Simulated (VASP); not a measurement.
# Ca32HO32 (a cell with a defect) in VASP: single point with PBEsol

Aim: the single point of Ca32HO32 (a cell with a defect) with PBEsol.

All numbers are computed with VASP 6.6.1; they aren't measurements. Logs are shortened: lines on timing, memory, paths and dates and some standing lists are left out, and cuts for length are marked.

### 1 The cell of the first run

The cell holds a defect, 65 atoms: a = 9.535 Å, b = 9.535 Å, c = 9.535 Å, α = 90.00°, β = 90.00°, γ = 90.00°.

### 2 Single point, PBEsol

File INCAR:

```
ALGO     = Normal         # electronic algorithm
EDIFF    = 1E-6           # SCF threshold, eV
ENCUT    = 520            # plane-wave cutoff, eV
GGA      = PS             # functional
ISIF     = 2              # what is computed and relaxed
ISMEAR   = -1             # smearing method
ISYM     = 0            
LASPH    = True           # aspherical terms in the spheres
LCHARG   = False          # write CHGCAR
LREAL    = Auto         
LWAVE    = False          # write WAVECAR
NBANDS   = 294            # bands
NELECT   = 514.0        
NELM     = 80             # most SCF steps
PREC     = Accurate       # precision mode
SIGMA    = 0.05           # smearing width, eV
```

File KPOINTS:

```
Automatic mesh
0
Gamma
  1 1 1
  0.25 0.25 0.25
```

File POSCAR:

```
Ca32HO32
1.0
    9.5352000000      0.0000000000      0.0000000000
    0.0000000000      9.5352000000      0.0000000000
    0.0000000000      0.0000000000      9.5352000000
O Ca H
32 32 1
Direct
    0.2499430000      0.9978410000      0.9981150000
    0.2503790000      0.0007910000      0.5000900000
    0.2504000000      0.4998260000      0.0010480000
    0.2364270000      0.5136510000      0.5138830000
    0.7504230000      0.9998380000      0.0001270000
    0.7524180000      0.9978060000      0.5005340000
    0.7524170000      0.5003110000      0.9980860000
    0.7493850000      0.4998520000      0.5000630000
    0.9981460000      0.2496700000      0.9981260000
    0.0010730000      0.2501080000      0.5000900000
    0.0001480000      0.7501460000      0.0001350000
    0.9981010000      0.7521740000      0.5005590000
    0.5001200000      0.2501230000      0.0010700000
    0.5139020000      0.2361550000      0.5138470000
    0.5005800000      0.7521550000      0.9980980000
    0.5001040000      0.7491490000      0.5000710000
    0.9981540000      0.9978390000      0.2499220000
    0.0001340000      0.9998550000      0.7503960000
    0.0010860000      0.4998240000      0.2503540000
    0.9980800000      0.5003140000      0.7524350000
    0.5000850000      0.0007900000      0.2503590000
    0.5005820000      0.9978060000      0.7524110000
    0.5139100000      0.5136440000      0.2364110000
    0.5001220000      0.4998480000      0.7493730000
    0.2365490000      0.2362590000      0.2365020000
    0.2504330000      0.2501440000      0.7493700000
    0.2504570000      0.7490780000      0.2504030000
    0.2499580000      0.7521680000      0.7524430000
    0.7493430000      0.2501590000      0.2504250000
    0.7524290000      0.2496690000      0.7524150000
    0.7524120000      0.7521280000      0.2499540000
    0.7504200000      0.7501430000      0.7504020000
    0.0003390000      0.0000520000      0.0003110000
    0.0009410000      0.0006760000      0.4997760000
    0.0009570000      0.4995210000      0.0009360000
    0.9992960000      0.5008660000      0.5011230000
    0.4997980000      0.0006590000      0.0009320000
    0.5011350000      0.9990460000      0.5010900000
    0.5011130000      0.5008490000      0.9993200000
    0.4971540000      0.4968750000      0.4970460000
    0.2494070000      0.2491080000      0.9993920000
    0.2534540000      0.2531780000      0.4970230000
    0.2507660000      0.7493230000      0.0009130000
    0.2493270000      0.7508340000      0.5011250000
    0.7496000000      0.2504760000      0.0009190000
    0.7510980000      0.2490520000      0.5011180000
    0.7501810000      0.7498990000      0.0003170000
    0.7495930000      0.7493140000      0.4997610000
    0.2493810000      0.9991470000      0.2493570000
    0.2507660000      0.0006450000      0.7495780000
    0.2534690000      0.4966880000      0.2534450000
    0.2493190000      0.5008860000      0.7510900000
    0.7495950000      0.0006370000      0.2507280000
    0.7501750000      0.0000660000      0.7501450000
    0.7510960000      0.5008690000      0.2492860000
    0.7495690000      0.4995030000      0.7495810000
    0.9994130000      0.2490890000      0.2493530000
    0.0009280000      0.2504810000      0.7495870000
    0.0009300000      0.7493160000      0.2507340000
    0.0003420000      0.7498990000      0.7501500000
    0.4970110000      0.2532410000      0.2534840000
    0.5011540000      0.2490470000      0.7510800000
    0.5011420000      0.7508090000      0.2493100000
    0.4997880000      0.7493230000      0.7495860000
    0.3753350000      0.3751100000      0.3754470000
```

Potentials or basis: VASP PAW PBE potentials, release 64 (O, Ca_sv, H).

Command:

```bash
$ cat potpaw_PBE.64/O/POTCAR potpaw_PBE.64/Ca_sv/POTCAR potpaw_PBE.64/H/POTCAR > POTCAR
$ mpirun -np 1 vasp_std > vasp.out
```

OUTCAR:

```text
EDIFF = 1E-6
   ENCUT = 520
   GGA = PS
   ISIF = 2
   ISMEAR = -1
   ISYM = 0
   LASPH = True
   LREAL = Auto
   NELECT = 514.0
   NELM = 80
   PREC = Accurate

 ion  position               nearest neighbor table
   1  0.250  0.998  0.998-  43 2.37  50 2.37  33 2.38  37 2.38  49 2.40  41 2.40
   2  0.250  0.001  0.500-  34 2.38  50 2.38  44 2.38  49 2.39  38 2.39  42 2.41
   3  0.250  0.500  0.001-  35 2.38  43 2.38  52 2.38  39 2.39  41 2.39  51 2.41
   4  0.236  0.514  0.514-  36 2.27  44 2.27  52 2.27  51 2.49  42 2.49  40 2.50
   5  0.750  1.000  0.000-  33 2.38  47 2.38  54 2.38  53 2.39  37 2.39  45 2.39
   6  0.752  0.998  0.501-  48 2.37  34 2.37  54 2.38  53 2.38  46 2.40  38 2.40
[... 43 lines left out ...]
  50  0.251  0.001  0.750-  28 2.37   1 2.37   2 2.38  26 2.38  22 2.38  18 2.39
  51  0.253  0.497  0.253-  65 2.01  19 2.41  27 2.41   3 2.41  25 2.49   4 2.49  23 2.49
  52  0.249  0.501  0.751-   4 2.27   3 2.38  26 2.39  24 2.39  20 2.40  28 2.40
  53  0.750  0.001  0.251-  31 2.37  17 2.37  21 2.38  29 2.38   6 2.38   5 2.39
  54  0.750  0.000  0.750-  22 2.38  30 2.38   6 2.38  32 2.38  18 2.38   5 2.38
  55  0.751  0.501  0.249-  23 2.27  19 2.38  29 2.39   8 2.39   7 2.40  31 2.40
  56  0.750  0.500  0.750-   7 2.37  20 2.37  24 2.38   8 2.38  30 2.38  32 2.39
  57  0.999  0.249  0.249-  25 2.27  29 2.38  19 2.39  10 2.39   9 2.40  17 2.40
  58  0.001  0.250  0.750-  30 2.37   9 2.37  10 2.38  26 2.38  20 2.38  18 2.39
  59  0.001  0.749  0.251-  31 2.37  17 2.37  19 2.38  27 2.38  12 2.38  11 2.39
  60  0.000  0.750  0.750-  20 2.38  12 2.38  28 2.38  32 2.38  18 2.38  11 2.38
  61  0.497  0.253  0.253-  65 2.01  29 2.41  13 2.41  21 2.41  14 2.49  23 2.49  25 2.49
  62  0.501  0.249  0.751-  14 2.27  13 2.38  26 2.39  24 2.39  22 2.40  30 2.40
  63  0.501  0.751  0.249-  23 2.27  21 2.38  27 2.39  16 2.39  15 2.40  31 2.40
  64  0.500  0.749  0.750-  22 2.37  15 2.37  24 2.38  16 2.38  28 2.38  32 2.39
  65  0.375  0.375  0.375-  40 2.01  42 2.01  51 2.01  61 2.01

IMPORTANT INFORMATION: All symmetrisations will be switched off!
NOSYMM: (Re-)initialisation of all symmetry stuff for point group C_1.

----------------------------------------------------------------------------------------

                                     Primitive cell

  volume of cell :     866.9408

  direct lattice vectors                    reciprocal lattice vectors
     9.535200000  0.000000000  0.000000000     0.104874570  0.000000000  0.000000000
     0.000000000  9.535200000  0.000000000     0.000000000  0.104874570  0.000000000
     0.000000000  0.000000000  9.535200000     0.000000000  0.000000000  0.104874570

  length of vectors
     9.535200000  9.535200000  9.535200000     0.104874570  0.104874570  0.104874570

  position of ions in fractional coordinates (direct lattice)
     0.249943000  0.997841000  0.998115000
     0.250379000  0.000791000  0.500090000
     0.250400000  0.499826000  0.001048000
     0.236427000  0.513651000  0.513883000
[... 193 lines left out ...]
   EMIN   =  10.00;   EMAX   =-10.00  energy-range for DOS
   EFERMI =   0.00;   METHOD = LEGACY
   ISMEAR =    -1;   SIGMA  =   0.05  broadening in eV -4-tet -1-fermi 0-gaus
   EFERMI_NEDOS =   21; number of points for ismear=-14 and -15
   IALGO  =     38    algorithm
   IMIX   =      4    mixing-type and parameters
     AMIX     =   0.40;   BMIX     =  1.00
     AMIX_MAG =   1.60;   BMIX_MAG =  1.00
  volume/ion in A,a.u.               =      13.34        90.01
  Fermi-wavevector in a.u.,A,eV,Ry     =   1.375306  2.598952 25.734972  1.891467
  Thomas-Fermi vector in A             =   2.500654
   LORBIT       =      0    0 simple, 1 ext, 2 COOP (PROOUT), +10 PAW based schemes
   GGA     = PS    functional components
   LHFCALC =     F    Hartree Fock is set to
   AEXX    =    0.0000 exact exchange contribution
   IVDW    =     0    specifies the selected vdW correction
   LEPSILON=     F    determine dielectric tensor
   LRPA    =     F    only Hartree local field effects (RPA)
 non-spin polarized calculation
  energy-cutoff  :      520.00
  volume of cell :      866.94
 maximum number of plane-waves:     23336
 NGX is ok and might be reduce to    70
   NGX = 35   NGY = 35   NGZ = 35

 number of electron     513.9999788 magnetization

 Free energy of the ion-electron system (eV)
  ---------------------------------------------------
  ext. energy  EPLUGINS =         0.00000000
  ---------------------------------------------------
  free energy    TOTEN  =      -425.86731270 eV

  energy without entropy =     -425.86731270  energy(sigma->0) =     -425.86731270

 E-fermi :   5.0293     XC(G=0): -10.8934

 val. band max:        3.7016258264   @ k =  -0.2500   0.2500   0.2500
 cond. band min:       6.3678124031   @ k =   0.2500   0.2500   0.2500
 fundamental gap:      2.6661865767
 Fermi energy:         5.0292881772

 k-point     1 :       0.2500    0.2500    0.2500
  band No.  band energies     occupation
      1     -34.9803      2.00000
      2     -34.9348      2.00000
      3     -34.9345      2.00000
      4     -34.9341      2.00000
      5     -34.9037      2.00000
      6     -34.8984      2.00000
[... 1077 lines left out ...]
    268       7.8171      0.00000
    269       7.8172      0.00000
 [bands above 269 left out]

------------------------ aborting loop because EDIFF is reached ----------------------------------------

  FORCE on cell =-STRESS in cart. coord.  units (eV):
  Direction    XX          YY          ZZ          XY          YZ          ZX
  --------------------------------------------------------------------------------------
  -------------------------------------------------------------------------------------
  Total       14.3254377     14.3372239     14.3263220     -0.0080211     -0.0064577     -0.0101911
  in kB       26.4745789     26.4963608     26.4762133     -0.0148236     -0.0119343     -0.0188340
  external PRESSURE =      26.4823843 kB  Pullay stress =       0.0000000 kB

 VOLUME and BASIS-vectors are now :
 -----------------------------------------------------------------------------
  energy-cutoff  :      520.00
  volume of cell :      866.94
      direct lattice vectors                 reciprocal lattice vectors
     9.535200000  0.000000000  0.000000000     0.104874570  0.000000000  0.000000000
     0.000000000  9.535200000  0.000000000     0.000000000  0.104874570  0.000000000
     0.000000000  0.000000000  9.535200000     0.000000000  0.000000000  0.104874570

 POSITION                                       TOTAL-FORCE (eV/Angst)
 -----------------------------------------------------------------------------------
      2.38326      9.51461      9.51723         0.003579      0.002489      0.000652
      2.38741      0.00754      4.76846         0.005324      0.009661     -0.004541
      2.38761      4.76594      0.00999         0.005996     -0.005317      0.010148
      2.25438      4.89777      4.89998         0.032571     -0.026648     -0.024305
      7.15543      9.53366      0.00121        -0.004646      0.004276      0.002190
      7.17446      9.51428      4.77269        -0.003901      0.004564     -0.000114
[... 57 lines left out ...]
      4.76558      7.14494      7.14745         0.000911      0.000202     -0.000058
      3.57889      3.57675      3.57996        -0.003328     -0.005053     -0.008741
 -----------------------------------------------------------------------------------
    total drift:                               -0.000819      0.001480     -0.001587

  FREE ENERGIE OF THE ION-ELECTRON SYSTEM (eV)
  ---------------------------------------------------
  free  energy   TOTEN  =      -425.8673126996 eV

  energy  without entropy=     -425.8673126995  energy(sigma->0) =     -425.86731270
```

Run time: 36 min. Hardware: 1 thread of Intel Xeon Platinum 8375C at 2.90GHz (Ice Lake), shared host; peak memory 1.2 GiB.

Results:

- Free energy: -425.8673 eV
- Largest force: 0.061 eV/Å

Forces in eV/Å, atoms in the order of the input:
```
O    0.004  0.002  0.001
O    0.005  0.010 -0.005
O    0.006 -0.005  0.010
O    0.033 -0.027 -0.024
O   -0.005  0.004  0.002
O   -0.004  0.005  0.000
O   -0.003 -0.003  0.002
O   -0.009 -0.006 -0.003
O   -0.001  0.003 -0.001
O    0.008  0.006 -0.005
O    0.003 -0.004  0.003
O    0.001 -0.004 -0.001
O   -0.005  0.005  0.008
O   -0.025  0.033 -0.023
O   -0.001 -0.003  0.000
O   -0.005 -0.012 -0.003
O    0.000  0.002  0.003
O    0.003  0.003 -0.005
O    0.010 -0.005  0.008
O    0.004 -0.003 -0.006
O   -0.003  0.010  0.006
O   -0.001  0.004 -0.005
O   -0.027 -0.030  0.036
O   -0.006 -0.006 -0.010
O    0.033  0.036  0.036
O    0.004  0.004 -0.008
O    0.001 -0.009  0.004
O    0.002 -0.006 -0.009
O   -0.005  0.003  0.002
O   -0.005  0.003 -0.005
O   -0.005 -0.003  0.001
O   -0.006 -0.005 -0.006
Ca   0.004  0.003  0.003
Ca   0.000 -0.001  0.001
Ca  -0.001  0.002  0.000
Ca  -0.012 -0.003 -0.004
Ca   0.001  0.001  0.001
Ca  -0.003 -0.016 -0.002
Ca  -0.001 -0.001 -0.017
Ca   0.001  0.004  0.008
Ca   0.000  0.000 -0.022
Ca  -0.005 -0.005  0.009
Ca  -0.003  0.000  0.003
Ca   0.004  0.016 -0.004
Ca  -0.001 -0.003  0.002
Ca   0.017  0.003 -0.003
Ca   0.000 -0.001  0.003
Ca   0.001  0.002  0.001
Ca   0.002 -0.024  0.001
Ca  -0.003  0.002  0.000
Ca  -0.007  0.013 -0.004
Ca   0.005 -0.004  0.015
Ca  -0.001  0.002 -0.002
Ca   0.000  0.001  0.000
Ca   0.019 -0.003  0.004
Ca   0.002  0.002  0.001
Ca  -0.022  0.002  0.001
Ca   0.002 -0.003  0.000
Ca   0.003  0.000 -0.003
Ca   0.002  0.000  0.001
Ca   0.009 -0.010 -0.007
Ca  -0.004  0.004  0.016
Ca  -0.004  0.020  0.003
Ca   0.001  0.000  0.000
H   -0.003 -0.005 -0.009
```

Caveat: the cell carries a net charge on a neutralising background, which shifts energy and pressure; the cell is charged against a uniform background, so pressure and absolute levels hang on convention; the PAW data sets were made with another functional, which shifts forces and pressure a little.
